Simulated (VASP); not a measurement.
# SiGeO4 (P6_3mc) in VASP: single point with PBE

Aim: the single point of SiGeO4 with PBE.

Program: VASP 6.6.1. These are calculated values, not measurements. Logs are shortened: lines on timing, memory, paths and dates and some standing lists are left out, and cuts for length are marked.

### 1 The cell of the first run

It takes space group P6_3mc (No. 186, hexagonal). The conventional cell has a = 5.466 Å, b = 5.466 Å, c = 8.922 Å, α = 90.00°, β = 90.00°, γ = 120.00°. Within 2.2 Å of Si (site symmetry 3m) lie 4 O at 1.62 Å. Within 2.3 Å of Ge (site symmetry 3m) lie 4 O at 1.73 Å. O (site symmetry m) has 1 Si at 1.62 Å and 1 Ge at 1.73 Å within 2.2 Å. Within 2.2 Å of O (site symmetry 3m) lie 1 Si at 1.62 Å and 1 Ge at 1.73 Å.

### 2 Single point, PBE

INCAR reads:

```
PREC = Accurate ; ENCUT = 910
EDIFF = 1E-6 ; ISMEAR = 0
SIGMA = 0.1 ; LREAL = False
LASPH = True ; NELM = 120
ALGO = Normal ; ISIF = 2
LWAVE = False ; LCHARG = True
GGA = PE ; LELF = True
LVHAR = True ; NBANDS = 54
GGA_COMPAT = False
```

KPOINTS reads:

```
Automatic mesh
0
Gamma
  3 3 2
```

POSCAR reads:

```
SiGeO4
1.0
    5.4661037708      0.0000000000      0.0000000000
   -2.7330518854      4.7337847253      0.0000000000
    0.0000000000      0.0000000000      8.9224256000
Si Ge O
2 2 8
Direct
    0.3333333333      0.6666666667      0.9375280000
    0.6666666667      0.3333333333      0.4375280000
    0.6666666667      0.3333333333      0.0624100000
    0.3333333333      0.6666666667      0.5624100000
    0.0114250000      0.5057125000      0.9978940000
    0.4942875000      0.5057125000      0.9978940000
    0.4942875000      0.9885750000      0.9978940000
    0.3333333333      0.6666666667      0.7563810000
    0.6666666667      0.3333333333      0.2563810000
    0.5057125000      0.0114250000      0.4978940000
    0.5057125000      0.4942875000      0.4978940000
    0.9885750000      0.4942875000      0.4978940000
```

Potentials or basis: VASP PAW PBE potentials, release 64 (Si, Ge_d, O_h).

Launch:

```
> cat potpaw_PBE.64/Si/POTCAR potpaw_PBE.64/Ge_d/POTCAR potpaw_PBE.64/O_h/POTCAR > POTCAR
> mpirun -np 1 vasp_std > vasp.out
```

OUTCAR:

```text
PREC = Accurate
   ENCUT = 910
   EDIFF = 1E-6
   ISMEAR = 0
   LREAL = False
   LASPH = True
   NELM = 120
   ISIF = 2
   GGA = PE

 ion  position               nearest neighbor table
   1  0.333  0.667  0.938-   5 1.62   7 1.62   6 1.62   8 1.62
   2  0.667  0.333  0.438-  12 1.62  10 1.62  11 1.62   9 1.62
   3  0.667  0.333  0.062-   5 1.73   7 1.73   6 1.73   9 1.73
   4  0.333  0.667  0.562-  12 1.73  10 1.73  11 1.73   8 1.73
   5  0.011  0.506  0.998-   1 1.62   3 1.73
   6  0.494  0.506  0.998-   1 1.62   3 1.73
   7  0.494  0.989  0.998-   1 1.62   3 1.73
   8  0.333  0.667  0.756-   1 1.62   4 1.73
   9  0.667  0.333  0.256-   2 1.62   3 1.73
  10  0.506  0.011  0.498-   2 1.62   4 1.73
  11  0.506  0.494  0.498-   2 1.62   4 1.73
  12  0.989  0.494  0.498-   2 1.62   4 1.73

  LATTYP: Found a hexagonal cell.
 ALAT       =     5.4661037708
 C/A-ratio  =     1.6323191023

  Lattice vectors:

 A1 = (   5.4661037708,   0.0000000000,   0.0000000000)
 A2 = (  -2.7330518854,   4.7337847253,   0.0000000000)
 A3 = (   0.0000000000,   0.0000000000,   8.9224256000)

Analysis of symmetry for initial positions (statically):
=====================================================================
 Subroutine PRICEL returns:
 Original cell was already a primitive cell.

 Routine SETGRP: Setting up the symmetry group for a
 hexagonal supercell.

 Subroutine GETGRP returns: Found 12 space group operations
 (whereof  6 operations were pure point group operations)
 out of a pool of 24 trial point group operations.

The static configuration has the point symmetry C_3v.
 The point group associated with its full space group is C_6v.

Analysis of symmetry for dynamics (positions and initial velocities):
=====================================================================
 Subroutine PRICEL returns:
 Original cell was already a primitive cell.

 Routine SETGRP: Setting up the symmetry group for a
 hexagonal supercell.

 Subroutine GETGRP returns: Found 12 space group operations
 (whereof  6 operations were pure point group operations)
 out of a pool of 24 trial point group operations.

The dynamic configuration has the point symmetry C_3v.
 The point group associated with its full space group is C_6v.

[... 106 lines left out ...]
   ISYM   =      2    0-nonsym 1-usesym 2-fastsym
   POTIM  = 0.5000    time-step for ionic-motion
   TEBEG  =    0.0;   TEEND  =   0.0 temperature during run
   PSTRESS=    0.0 pullay stress
   NELECT =      84.0000    total number of electrons
   NUPDOWN=      -1.0000    fix difference up-down
   EMIN   =  10.00;   EMAX   =-10.00  energy-range for DOS
   EFERMI =   0.00;   METHOD = LEGACY
   ISMEAR =     0;   SIGMA  =   0.10  broadening in eV -4-tet -1-fermi 0-gaus
   EFERMI_NEDOS =   21; number of points for ismear=-14 and -15
   IALGO  =     38    algorithm
   IMIX   =      4    mixing-type and parameters
     AMIX     =   0.40;   BMIX     =  1.00
     AMIX_MAG =   1.60;   BMIX_MAG =  1.00
  volume/ion in A,a.u.               =      19.24       129.83
  Fermi-wavevector in a.u.,A,eV,Ry     =   1.168723  2.208566 18.584372  1.365913
  Thomas-Fermi vector in A             =   2.305205
   LORBIT       =      0    0 simple, 1 ext, 2 COOP (PROOUT), +10 PAW based schemes
   GGA     = PE    functional components
   LHFCALC =     F    Hartree Fock is set to
   AEXX    =    0.0000 exact exchange contribution
   IVDW    =     0    specifies the selected vdW correction
   LEPSILON=     F    determine dielectric tensor
   LRPA    =     F    only Hartree local field effects (RPA)
 non-spin polarized calculation
 Gauss-broadening in eV      SIGMA  =   0.10
  energy-cutoff  :      910.00
  volume of cell :      230.87
 maximum number of plane-waves:     14528
 NGX is ok and might be reduce to    54
   NGX = 27   NGY = 27   NGZ = 43

 number of electron      83.9999992 magnetization

 Free energy of the ion-electron system (eV)
  ---------------------------------------------------
  ext. energy  EPLUGINS =         0.00000000
  ---------------------------------------------------
  free energy    TOTEN  =       -85.25500155 eV

  energy without entropy =      -85.25500155  energy(sigma->0) =      -85.25500155

 E-fermi :  -0.8004     XC(G=0):  -7.2598

 val. band max:       -1.3418642369   @ k =   0.0000   0.0000   0.0000
 cond. band min:       2.6982248652   @ k =   0.0000   0.0000   0.0000
 fundamental gap:      4.0400891021
 Fermi energy:        -0.8003631614

 k-point     1 :       0.0000    0.0000    0.0000
  band No.  band energies     occupation
      1     -24.9252      2.00000
      2     -24.9193      2.00000
      3     -24.9186      2.00000
      4     -24.9186      2.00000
      5     -24.9182      2.00000
      6     -24.9182      2.00000
[... 331 lines left out ...]
     53       8.9671      0.00000
     54       8.9671      0.00000

------------------------ aborting loop because EDIFF is reached ----------------------------------------

  FORCE on cell =-STRESS in cart. coord.  units (eV):
  Direction    XX          YY          ZZ          XY          YZ          ZX
  --------------------------------------------------------------------------------------
  -------------------------------------------------------------------------------------
  Total       -0.7969856     -0.7969856     -0.7991988      0.0000000      0.0000000     -0.0000000
  in kB       -5.5308483     -5.5308483     -5.5462069      0.0000000      0.0000000     -0.0000000
  external PRESSURE =      -5.5359678 kB  Pullay stress =       0.0000000 kB

 VOLUME and BASIS-vectors are now :
 -----------------------------------------------------------------------------
  energy-cutoff  :      910.00
  volume of cell :      230.87
      direct lattice vectors                 reciprocal lattice vectors
     5.466103771  0.000000000  0.000000000     0.182945667  0.105623730  0.000000000
    -2.733051885  4.733784725  0.000000000     0.000000000  0.211247460  0.000000000
     0.000000000  0.000000000  8.922425600     0.000000000  0.000000000  0.112077146

 POSITION                                       TOTAL-FORCE (eV/Angst)
 -----------------------------------------------------------------------------------
     -0.00000      3.15586      8.36502        -0.000000      0.000000      0.000254
      2.73305      1.57793      3.90381        -0.000000      0.000000      0.000254
      2.73305      1.57793      0.55685        -0.000000      0.000000     -0.003330
     -0.00000      3.15586      5.01806        -0.000000      0.000000     -0.003330
     -1.31969      2.39393      8.90363        -0.073793     -0.042604      0.031215
      1.31969      2.39393      8.90363         0.073793     -0.042604      0.031215
      0.00000      4.67970      8.90363        -0.000000      0.085209      0.031215
     -0.00000      3.15586      6.74875        -0.000000      0.000000     -0.090568
      2.73305      1.57793      2.28754        -0.000000      0.000000     -0.090568
      2.73305      0.05408      4.44242        -0.000000     -0.085209      0.031215
      1.41336      2.33985      4.44242        -0.073793      0.042604      0.031215
      4.05274      2.33985      4.44242         0.073793      0.042604      0.031215
 -----------------------------------------------------------------------------------
    total drift:                               -0.000003      0.000000      0.006004

  FREE ENERGIE OF THE ION-ELECTRON SYSTEM (eV)
  ---------------------------------------------------
  free  energy   TOTEN  =       -85.2550015532 eV

  energy  without entropy=      -85.2550015532  energy(sigma->0) =      -85.25500155
```

Wall time 2.8 min (1 thread of Intel Xeon 6975P-C (Granite Rapids), shared host); peak memory 0.61 GiB.

Results:

| Item | Value |
| --- | --- |
| Free energy | -85.2550 eV |
| Pressure | -0.6 GPa |
| Largest force | 0.091 eV/Å |
| Band gap on the k mesh | 4.04 eV |

Forces on the atoms (eV/Å):
```
Si   0.000  0.000  0.000
Si   0.000  0.000  0.000
Ge   0.000  0.000 -0.003
Ge   0.000  0.000 -0.003
O   -0.074 -0.043  0.031
O    0.074 -0.043  0.031
O    0.000  0.085  0.031
O    0.000  0.000 -0.091
O    0.000  0.000 -0.091
O    0.000 -0.085  0.031
O   -0.074  0.043  0.031
O    0.074  0.043  0.031
```

Levels at points of the mesh, in eV from the valence-band top:
| k point | band 40 | band 41 | band 42 | band 43 | band 44 | band 45 |
| --- | --- | --- | --- | --- | --- | --- |
| (0.00, 0.00, 0.00) | -0.02 | 0.00 | 0.00 | 4.04 | 5.56 | 6.90 |
| (0.00, 0.00, 0.50) | -0.33 | 0.00 | 0.00 | 4.80 | 4.80 | 7.28 |

Caveat: the k points lie up to 0.44 Å⁻¹ apart; the cutoff is under 1.25 times the usual one of these potentials, so pressure, stress and relaxed cells hold a basis-set (Pulay) error.
